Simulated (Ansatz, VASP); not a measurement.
# HfO2: VASP beside Ansatz

```
CELL_PARAMETERS angstrom
5.22834 0.00000 0.00000
0.00000 5.01728 0.00000
0.00000 0.00000 5.04165
ATOMIC_POSITIONS crystal
Hf 0.03291 0.26755 0.24228
Hf 0.46709 0.26755 0.74228
Hf 0.53291 0.73245 0.24228
Hf 0.96709 0.73245 0.74228
O 0.36796 0.07167 0.37995
O 0.13204 0.07167 0.87995
O 0.73392 0.45971 0.49076
O 0.76608 0.45971 0.99076
O 0.26608 0.54029 0.99076
O 0.23392 0.54029 0.49076
O 0.86796 0.92833 0.37995
O 0.63204 0.92833 0.87995
```

Alike in both runs: functional PBEsol; k mesh 4 × 6 × 6; occupations gaussian, width 0.02 eV; no spin polarisation.

Ansatz relaxed the structure, and its values are those at the end. VASP's run is a single point on that final structure, the one shown.

```csv
,VASP,Ansatz
version,VASP 6.6.1,Ansatz 0.2.0
potentials or method,"VASP PAW PBE potentials, release 64 (Hf_pv, O), cutoff 520 eV","scalar-relativistic, plane waves, PAW"
valence electrons in the cell,88,152
```

VASP gave:

* gap on the k mesh at the Fermi level (eV): 4.30
* least direct gap on the mesh (eV): 4.54
* pressure (GPa): -3.2
* rms of the force components (eV/Å): 0.027

Question: Estimate Ansatz's values.

Answer: gap on the k mesh at the Fermi level (eV): 4.34; least direct gap on the mesh (eV): 4.57; pressure (GPa): 0.0; rms of the force components (eV/Å): 0.000.

VASP's potentials were made for PBE, not for PBEsol. The functional is the same, so the differences come from potentials, cutoffs and numerics. VASP's potentials hold 88 valence electrons a cell and Ansatz's 152, so a difference there can come from the potentials and not from the codes.

Spin-orbit coupling is off throughout.
